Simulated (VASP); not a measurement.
# GaMo (P6_3/mmc) in VASP: single point with PBE

Aim: the single point of GaMo with PBE.

Program: VASP 6.6.1. These are calculated values, not measurements. Logs are shortened: lines on timing, memory, paths and dates and some standing lists are left out, and cuts for length are marked.

### 1 The cell of the first run

Symmetry: P6_3/mmc, No. 194, hexagonal system. Conventional cell: a = 3.882 Å, b = 3.882 Å, c = 5.225 Å, α = 90.00°, β = 90.00°, γ = 120.00°. Ga (site symmetry -3m) has 6 Mo at 2.59 Å and 2 Ga at 2.61 Å within 3.4 Å. Mo (site symmetry -6m2) has 6 Ga at 2.59 Å and 6 Mo at 3.44 Å within 3.5 Å.

The cell was generated, and may not be a known phase.

### 2 Single point, PBE

Contents of INCAR:

```
SYSTEM = GaMo
ALGO = Normal ; EDIFF = 1E-6
ENCUT = 520 ; GGA = PE
ISIF = 2 ; ISMEAR = 0
LASPH = .TRUE. ; LCHARG = .FALSE.
LREAL = .FALSE. ; LWAVE = .FALSE.
NBANDS = 35 ; NELM = 80
PREC = Accurate ; SIGMA = 0.2
```

Contents of KPOINTS:

```
k-points
0
G
  6 6 4
  0 0 0
```

Contents of POSCAR:

```
GaMo
1.0
    3.8819074805     -0.0000000028      0.0000000000
   -1.9409537378      3.3618304946      0.0000000000
    0.0000000000      0.0000000000      5.2254180838
Ga Mo
2 2
Direct
    0.0000000000      0.0000000000      0.0000000000
    0.0000000000      0.0000000000      0.5000000000
    0.3333333333      0.6666666667      0.2500000000
    0.6666666667      0.3333333333      0.7500000000
```

Potentials or basis: VASP PAW PBE potentials, release 64 (Ga_d, Mo_sv).

On the command line:

```sh
> cat potpaw_PBE.64/Ga_d/POTCAR potpaw_PBE.64/Mo_sv/POTCAR > POTCAR
> mpirun -np 1 vasp_std > vasp.out
```

OUTCAR:

```text
SYSTEM = GaMo
   EDIFF = 1E-6
   ENCUT = 520
   GGA = PE
   ISIF = 2
   ISMEAR = 0
   LASPH = .TRUE.
   LREAL = .FALSE.
   NELM = 80
   PREC = Accurate

 ion  position               nearest neighbor table
   1  0.000  0.000  0.000-   3 2.59   4 2.59   3 2.59   4 2.59   4 2.59   3 2.59   2 2.61   2 2.61

   2  0.000  0.000  0.500-   3 2.59   4 2.59   3 2.59   4 2.59   4 2.59   3 2.59   1 2.61   1 2.61

   3  0.333  0.667  0.250-   1 2.59   2 2.59   1 2.59   2 2.59   1 2.59   2 2.59   4 3.44   4 3.44
                             4 3.44   4 3.44   4 3.44   4 3.44
   4  0.667  0.333  0.750-   1 2.59   2 2.59   1 2.59   2 2.59   1 2.59   2 2.59   3 3.44   3 3.44
                             3 3.44   3 3.44   3 3.44   3 3.44

  LATTYP: Found a hexagonal cell.
 ALAT       =     3.8819074805
 C/A-ratio  =     1.3460954724

  Lattice vectors:

 A1 = (   3.8819074805,  -0.0000000028,   0.0000000000)
 A2 = (  -1.9409537378,   3.3618304946,   0.0000000000)
 A3 = (   0.0000000000,   0.0000000000,   5.2254180838)

Analysis of symmetry for initial positions (statically):
=====================================================================
 Subroutine PRICEL returns:
 Original cell was already a primitive cell.

 Routine SETGRP: Setting up the symmetry group for a
 hexagonal supercell.

 Subroutine GETGRP returns: Found 24 space group operations
 (whereof 12 operations were pure point group operations)
 out of a pool of 24 trial point group operations.

The static configuration has the point symmetry D_3d.
 The point group associated with its full space group is D_6h.

Analysis of symmetry for dynamics (positions and initial velocities):
=====================================================================
 Subroutine PRICEL returns:
 Original cell was already a primitive cell.

 Routine SETGRP: Setting up the symmetry group for a
 hexagonal supercell.

 Subroutine GETGRP returns: Found 24 space group operations
 (whereof 12 operations were pure point group operations)
 out of a pool of 24 trial point group operations.

The dynamic configuration has the point symmetry D_3d.
 The point group associated with its full space group is D_6h.

 Subroutine INISYM returns: Found 24 space group operations
 (whereof 12 operations are pure point group operations),
 and found     1 'primitive' translations

----------------------------------------------------------------------------------------

                                     Primitive cell

  volume of cell :      68.1934

  direct lattice vectors                    reciprocal lattice vectors
     3.881907480 -0.000000003  0.000000000     0.257605315  0.148728498  0.000000000
    -1.940953738  3.361830495  0.000000000     0.000000000  0.297456996  0.000000000
     0.000000000  0.000000000  5.225418084     0.000000000  0.000000000  0.191372247

  length of vectors
     3.881907480  3.881907480  5.225418084     0.297456996  0.297456996  0.191372247

  position of ions in fractional coordinates (direct lattice)
     0.000000000  0.000000000  0.000000000
     0.000000000  0.000000000  0.500000000
     0.333333333  0.666666667  0.250000000
     0.666666667  0.333333333  0.750000000

  ion indices of the primitive-cell ions
   primitive index   ion index
                 1           1
                 2           2
                 3           3
                 4           4

----------------------------------------------------------------------------------------

 KPOINTS: k-points

Automatic generation of k-mesh.
 Grid dimensions read from file:
 generate k-points for:    6    6    4

 Generating k-lattice:

  Cartesian coordinates                     Fractional coordinates (reciprocal lattice)
     0.042934219  0.024788083  0.000000000     0.166666667  0.000000000  0.000000000
     0.000000000  0.049576166  0.000000000    -0.000000000  0.166666667  0.000000000
     0.000000000  0.000000000  0.047843062     0.000000000  0.000000000  0.250000000

  Length of vectors
     0.049576166  0.049576166  0.047843062

  Shift w.r.t. Gamma in fractional coordinates (k-lattice)
     0.000000000  0.000000000  0.000000000

 Subroutine IBZKPT returns following result:
 ===========================================

 Found     21 irreducible k-points:

 Following reciprocal coordinates:
            Coordinates               Weight
  0.000000  0.000000  0.000000      1.000000
  0.166667  0.000000  0.000000      6.000000
  0.333333  0.000000  0.000000      6.000000
  0.500000  0.000000  0.000000      3.000000
  0.166667  0.166667  0.000000      6.000000
  0.333333  0.166667  0.000000     12.000000
[... 13 lines left out ...]
  0.333333  0.166667  0.500000     12.000000
  0.333333  0.333333  0.500000      2.000000
   k-points           NKPTS =     21   k-points in BZ     NKDIM =     21   number of bands    NBANDS=     35
   number of dos      NEDOS =    301   number of ions     NIONS =      4
   total plane-waves  NPLWV =  36000
   dimension x,y,z NGX =    30 NGY =   30 NGZ =   40
   dimension x,y,z NGXF=    60 NGYF=   60 NGZF=   80
   ions per type =               2   2
   NGX,Y,Z   is equivalent  to a cutoff of  12.85, 12.85, 12.73 a.u.
   NGXF,Y,Z  is equivalent  to a cutoff of  25.70, 25.70, 25.45 a.u.
 SYSTEM =  GaMo
   PREC   = accura    normal or accurate (medium, high low for compatibility)
   ISTART =      0    job   : 0-new  1-cont  2-samecut
   ICHARG =      2    charge: 1-file 2-atom 10-const
   ISPIN  =      1    spin polarized calculation?
   LNONCOLLINEAR =      F non collinear calculations
   LSORBIT =      F    spin-orbit coupling
   LASPH  =      T    aspherical Exc in radial PAW
   ENCUT  =  520.0 eV  38.22 Ry    6.18 a.u.   7.22  7.22  9.72*2*pi/ulx,y,z
   NELM   =     80;   NELMIN=  2; NELMDL= -5     # of ELM steps
   EDIFF  = 0.1E-05   stopping-criterion for ELM
   LREAL  =      F    real-space projection
   EDIFFG = 0.1E-04   stopping-criterion for IOM
   NSW    =      0    number of steps for IOM
   IBRION =     -1    ionic relax: 0-MD 1-quasi-New 2-CG
   NFREE  =      0    steps in history (QN), initial steepest desc. (CG)
   ISIF   =      2    stress and relaxation
   ISYM   =      2    0-nonsym 1-usesym 2-fastsym
   POTIM  = 0.5000    time-step for ionic-motion
   TEBEG  =    0.0;   TEEND  =   0.0 temperature during run
   PSTRESS=    0.0 pullay stress
   NELECT =      54.0000    total number of electrons
   NUPDOWN=      -1.0000    fix difference up-down
   EMIN   =  10.00;   EMAX   =-10.00  energy-range for DOS
   EFERMI =   0.00;   METHOD = LEGACY
   ISMEAR =     0;   SIGMA  =   0.20  broadening in eV -4-tet -1-fermi 0-gaus
   EFERMI_NEDOS =   21; number of points for ismear=-14 and -15
   IALGO  =     38    algorithm
   IMIX   =      4    mixing-type and parameters
     AMIX     =   0.40;   BMIX     =  1.00
     AMIX_MAG =   1.60;   BMIX_MAG =  1.00
  volume/ion in A,a.u.               =      17.05       115.05
  Fermi-wavevector in a.u.,A,eV,Ry     =   1.514579  2.862140 31.211099  2.293951
  Thomas-Fermi vector in A             =   2.624218
   LORBIT       =      0    0 simple, 1 ext, 2 COOP (PROOUT), +10 PAW based schemes
   GGA     = PE    functional components
   LHFCALC =     F    Hartree Fock is set to
   AEXX    =    0.0000 exact exchange contribution
   IVDW    =     0    specifies the selected vdW correction
   LEPSILON=     F    determine dielectric tensor
   LRPA    =     F    only Hartree local field effects (RPA)
 non-spin polarized calculation
 Gauss-broadening in eV      SIGMA  =   0.20
  energy-cutoff  :      520.00
  volume of cell :       68.19
 maximum number of plane-waves:      1852
 NGX is ok and might be reduce to    30
   NGX = 15   NGY = 15   NGZ = 19

 number of electron      54.0000010 magnetization

 Free energy of the ion-electron system (eV)
  ---------------------------------------------------
  ext. energy  EPLUGINS =         0.00000000
  ---------------------------------------------------
  free energy    TOTEN  =       -25.56931013 eV

  energy without entropy =      -25.46606538  energy(sigma->0) =      -25.51768775

 E-fermi :   8.4646     XC(G=0): -12.1200

 val. band max:        8.4544775155   @ k =   0.3333   0.3333   0.5000
 cond. band min:       8.5214434517   @ k =   0.5000   0.0000   0.2500
 fundamental gap:      0.0669659361
 Fermi energy:         8.4645933084

 k-point     1 :       0.0000    0.0000    0.0000
  band No.  band energies     occupation
      1     -52.6041      2.00000
      2     -52.5855      2.00000
      3     -26.8095      2.00000
      4     -26.6881      2.00000
      5     -26.6881      2.00000
      6     -26.6439      2.00000
[... 27 lines left out ...]
     34      15.8744      0.00000
     35      16.6185      0.00000

 k-point     2 :       0.1667    0.0000    0.0000
  band No.  band energies     occupation
      1     -52.6024      2.00000
      2     -52.5861      2.00000
      3     -26.7978      2.00000
      4     -26.6965      2.00000
      5     -26.6929      2.00000
      6     -26.6573      2.00000
[... 27 lines left out ...]
     34      15.1692      0.00000
     35      15.2439      0.00000

 k-point     3 :       0.3333    0.0000    0.0000
  band No.  band energies     occupation
      1     -52.5984      2.00000
      2     -52.5877      2.00000
      3     -26.7686      2.00000
      4     -26.7176      2.00000
      5     -26.7019      2.00000
      6     -26.6795      2.00000
[... 27 lines left out ...]
     34      13.6332      0.00000
     35      14.7957      0.00000
[... 609 lines left out ...]
 k-point    20 :       0.3333    0.1667    0.5000
  band No.  band energies     occupation
      1     -52.5924      2.00000
      2     -52.5924      2.00000
      3     -26.7654      2.00000
      4     -26.7654      2.00000
      5     -26.6879      2.00000
      6     -26.6879      2.00000
[... 27 lines left out ...]
     34      12.3218      0.00000
     35      15.2886      0.00000

 k-point    21 :       0.3333    0.3333    0.5000
  band No.  band energies     occupation
      1     -52.5922      2.00000
      2     -52.5922      2.00000
      3     -26.7645      2.00000
      4     -26.7645      2.00000
      5     -26.6992      2.00000
      6     -26.6992      2.00000
[... 27 lines left out ...]
     34      11.2015      0.00000
     35      15.9616      0.00000

------------------------ aborting loop because EDIFF is reached ----------------------------------------

  FORCE on cell =-STRESS in cart. coord.  units (eV):
  Direction    XX          YY          ZZ          XY          YZ          ZX
  --------------------------------------------------------------------------------------
  -------------------------------------------------------------------------------------
  Total        0.1148744      0.1148744      0.1629514      0.0000000     -0.0000000     -0.0000000
  in kB        2.6989316      2.6989316      3.8284821      0.0000000     -0.0000000     -0.0000000
  external PRESSURE =       3.0754484 kB  Pullay stress =       0.0000000 kB

 VOLUME and BASIS-vectors are now :
 -----------------------------------------------------------------------------
  energy-cutoff  :      520.00
  volume of cell :       68.19
      direct lattice vectors                 reciprocal lattice vectors
     3.881907480 -0.000000003  0.000000000     0.257605315  0.148728498  0.000000000
    -1.940953738  3.361830495  0.000000000     0.000000000  0.297456996  0.000000000
     0.000000000  0.000000000  5.225418084     0.000000000  0.000000000  0.191372247

 POSITION                                       TOTAL-FORCE (eV/Angst)
 -----------------------------------------------------------------------------------
      0.00000      0.00000      0.00000        -0.000000     -0.000000      0.000000
      0.00000      0.00000      2.61271        -0.000000     -0.000000      0.000000
      0.00000      2.24122      1.30635         0.000000      0.000000      0.000000
      1.94095      1.12061      3.91906        -0.000000     -0.000000     -0.000000
 -----------------------------------------------------------------------------------
    total drift:                               -0.000000      0.000000     -0.000000

  FREE ENERGIE OF THE ION-ELECTRON SYSTEM (eV)
  ---------------------------------------------------
  free  energy   TOTEN  =       -25.5693101292 eV

  energy  without entropy=      -25.4660653771  energy(sigma->0) =      -25.51768775
```

Wall time 58 s (1 thread of Intel Xeon 8259CL, shared host); peak memory 0.2 GiB.

Results:

| Quantity | Value |
| --- | --- |
| Free energy | -25.5693 eV |
| Pressure | 0.3 GPa |
| Band gap on the k mesh | zero (bands 27 and 28 overlap by 0.88 eV) |

The gap in the log of VASP goes by the Fermi energy; the results here count the filled bands.